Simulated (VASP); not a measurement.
Crystal: Na2S.

```
Na S
1.0
     0.00000    3.27350    3.27350
     3.27350    0.00000    3.27350
     3.27350    3.27350    0.00000
Na S
2 1
Cartesian
  1.6367 1.6367 1.6367
  4.9102 4.9102 4.9102
  0.0000 0.0000 0.0000
```

Base run:

* Program: VASP 6.6.1
* Functional: revPBE
* Potentials or basis: VASP PAW PBE potentials, release 64 (Na_pv, S)
* Cutoff: 500 eV
* k mesh: 6 × 6 × 6
* Occupations: gaussian, width 0.01 eV
* Spin: no spin polarisation

Its results: band gap on the k mesh 2.66 eV, direct; pressure 1.5 GPa.

Question: After a change of settings the same cell gave: band gap on the k mesh 3.05 eV, direct; pressure -0.6 GPa. Which change was it?
A. functional from revPBE to PBE
B. functional from revPBE to r2SCAN; cutoff from 500 eV to 550 eV
C. functional from revPBE to BLYP

Answer: B.

r2SCAN gives the wider gap, since meta-GGAs in the generalised Kohn-Sham scheme recover part of the derivative discontinuity.

Caveats: the PAW data sets were made with another functional, which shifts forces and pressure a little.
